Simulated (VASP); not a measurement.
# PbS (Fm-3m) in VASP: settings compared, part 4 of 4

VASP 6.6.1. The steps go on from the part before.

**6. Single point, PBE**

Contents of INCAR:

```
SYSTEM = PbS
PREC     = Accurate       ! precision mode
ENCUT    = 520            ! plane-wave cutoff, eV
EDIFF    = 1E-6           ! SCF threshold, eV
ISMEAR   = -1             ! smearing method
SIGMA    = 0.06           ! smearing width, eV
LREAL    = .FALSE.        ! projectors in reciprocal space
LASPH    = .TRUE.         ! aspherical terms in the spheres
NELM     = 80             ! most SCF steps
ALGO     = Normal         ! electronic algorithm
ISIF     = 2              ! what is computed and relaxed
LWAVE    = .FALSE.        ! write WAVECAR
LCHARG   = .TRUE.         ! write CHGCAR
GGA      = PE             ! functional
LELF     = .TRUE.         ! ELF
LVHAR    = .TRUE.       
NBANDS   = 17             ! bands
```

Contents of KPOINTS:

```
Automatic mesh
0
G
  8 8 8
  0 0 0
```

Contents of POSCAR:

```
PbS
1.0
    0.0000000000      2.9147360000      2.9147360000
    2.9147360000      0.0000000000      2.9147360000
    2.9147360000      2.9147360000      0.0000000000
Pb S
1 1
Direct
    0.0000000000      0.0000000000      0.0000000000
    0.5000000000      0.5000000000      0.5000000000
```

Potentials or basis: VASP PAW PBE potentials, release 64 (Pb_d, S).

Started as:

```
$ cat potpaw_PBE.64/Pb_d/POTCAR potpaw_PBE.64/S/POTCAR > POTCAR
$ mpirun -np 1 vasp_std > vasp.out
```

OUTCAR:

```text
SYSTEM = PbS
   PREC = Accurate
   ENCUT = 520
   EDIFF = 1E-6
   ISMEAR = -1
   LREAL = .FALSE.
   LASPH = .TRUE.
   NELM = 80
   ISIF = 2
   GGA = PE

 ion  position               nearest neighbor table
   1  0.000  0.000  0.000-   2 2.91   2 2.91   2 2.91   2 2.91   2 2.91   2 2.91
   2  0.500  0.500  0.500-   1 2.91   1 2.91   1 2.91   1 2.91   1 2.91   1 2.91

  LATTYP: Found a face centered cubic cell.
 ALAT       =     5.8294720000

  Lattice vectors:

[... 664 lines left out ...]
 [... further k-points ...]

------------------------ aborting loop because EDIFF is reached ----------------------------------------

  FORCE on cell =-STRESS in cart. coord.  units (eV):
  Direction    XX          YY          ZZ          XY          YZ          ZX
  --------------------------------------------------------------------------------------
  -------------------------------------------------------------------------------------
  Total        1.7639204      1.7639204      1.7639204     -0.0000000     -0.0000000      0.0000000
  in kB       57.0639590     57.0639590     57.0639590     -0.0000000     -0.0000000      0.0000000
  external PRESSURE =      57.0639590 kB  Pullay stress =       0.0000000 kB

 VOLUME and BASIS-vectors are now :
 -----------------------------------------------------------------------------
  energy-cutoff  :      520.00
  volume of cell :       49.53
      direct lattice vectors                 reciprocal lattice vectors
     0.000000000  2.914736000  2.914736000    -0.171542123  0.171542123  0.171542123
     2.914736000  0.000000000  2.914736000     0.171542123 -0.171542123  0.171542123
     2.914736000  2.914736000  0.000000000     0.171542123  0.171542123 -0.171542123

 POSITION                                       TOTAL-FORCE (eV/Angst)
 -----------------------------------------------------------------------------------
      0.00000      0.00000      0.00000        -0.000000      0.000000     -0.000000
      2.91474      2.91474      2.91474         0.000000     -0.000000      0.000000
 -----------------------------------------------------------------------------------
    total drift:                                0.000000     -0.000000     -0.000000

  FREE ENERGIE OF THE ION-ELECTRON SYSTEM (eV)
  ---------------------------------------------------
  free  energy   TOTEN  =        -8.6911758564 eV

  energy  without entropy=       -8.6902055619  energy(sigma->0) =       -8.69069071
```

OSZICAR:

```text
N       E                     dE             d eps       ncg     rms          rms(c)
DAV:   1     0.157973522603E+03    0.15797E+03   -0.97725E+03  1010   0.125E+03
DAV:   2     0.358005910293E+01   -0.15439E+03   -0.14933E+03  1027   0.325E+02
DAV:   3    -0.882045309868E+01   -0.12401E+02   -0.12316E+02  1270   0.944E+01
DAV:   4    -0.912122505550E+01   -0.30077E+00   -0.30051E+00  1216   0.158E+01
DAV:   5    -0.913239457072E+01   -0.11170E-01   -0.11168E-01  1464   0.302E+00    0.510E+00
DAV:   6    -0.868926649722E+01    0.44313E+00   -0.12085E+00  1573   0.794E+00    0.361E+00
DAV:   7    -0.868810112132E+01    0.11654E-02   -0.13779E-01  1200   0.192E+00    0.195E+00
DAV:   8    -0.869124122862E+01   -0.31401E-02   -0.13674E-02  1175   0.130E+00    0.125E-01
DAV:   9    -0.869104145495E+01    0.19977E-03   -0.23247E-03  1578   0.445E-01    0.911E-02
DAV:  10    -0.869116344937E+01   -0.12199E-03   -0.27625E-04  1138   0.114E-01    0.412E-02
DAV:  11    -0.869117519027E+01   -0.11741E-04   -0.60291E-05  1337   0.851E-02    0.246E-02
DAV:  12    -0.869117585644E+01   -0.66617E-06   -0.40552E-06  1288   0.186E-02
   1 F= -.86911759E+01 E0= -.86906907E+01  d E =-.970295E-03
```

stdout:

```text
POSCAR found type information on POSCAR PbS
 POSCAR found :  2 types and       2 ions
 scaLAPACK will be used
 LDA part: xc-table for (Slater+PW92), standard interpolation
 POSCAR, INCAR and KPOINTS ok, starting setup
 FFT: planning ... GRIDC
 FFT: planning ... GRID_SOFT
 FFT: planning ... GRID
 WAVECAR not read
 entering main loop
```

Wall time 24 s (1 thread of Intel Xeon 6975P-C, shared host); peak memory 0.18 GiB.

Results:

```
Free energy            : -8.6912 eV
Pressure               : 5.7 GPa
Band gap on the k mesh : 0.16 eV, direct
```

Levels at points of the mesh, in eV from the valence-band top:
```tsv
k point	band 7	band 8	band 9	band 10	band 11	band 12	band 13	band 14
(0.00, 0.00, 0.00)	-6.00	-2.51	-2.51	-2.51	5.30	5.30	5.30	6.52
(0.50, 0.00, 0.00)	-9.24	-2.07	-2.07	0.00	0.16	1.77	1.77	8.66
(0.50, 0.50, 0.00)	-7.35	-5.73	-3.86	-3.86	3.56	5.69	5.82	5.82
```

Caveat: spin-orbit coupling is left out, which moves the levels of the heavy elements. A k mesh can miss the band edges.

**7. The runs side by side**

| level | potentials or basis | gap on the mesh (eV) | pressure (GPa) |
| --- | --- | --- | --- |
| LDA | VASP PAW LDA potentials, release 64 (Pb_d, S) | 0.01 | 0.5 |
| PBE | VASP PAW PBE potentials, release 64 (Pb_d, S) | 0.16 | 5.7 |
| PBEsol | VASP PAW PBE potentials, release 64 (Pb_d, S) | 0.05 | 2.3 |

Alike in all rows: task single point; no spin polarisation; cell as given; k mesh 8 × 8 × 8; cutoff (eV) 520; smearing fermi-dirac 0.06 eV.

Caveats: spin-orbit coupling is left out, which moves the levels of the heavy elements; the PAW data sets were made with another functional, which shifts forces and pressure a little (some runs).

Total energies depend on the potentials used, so only differences within one code and one set of settings carry meaning.
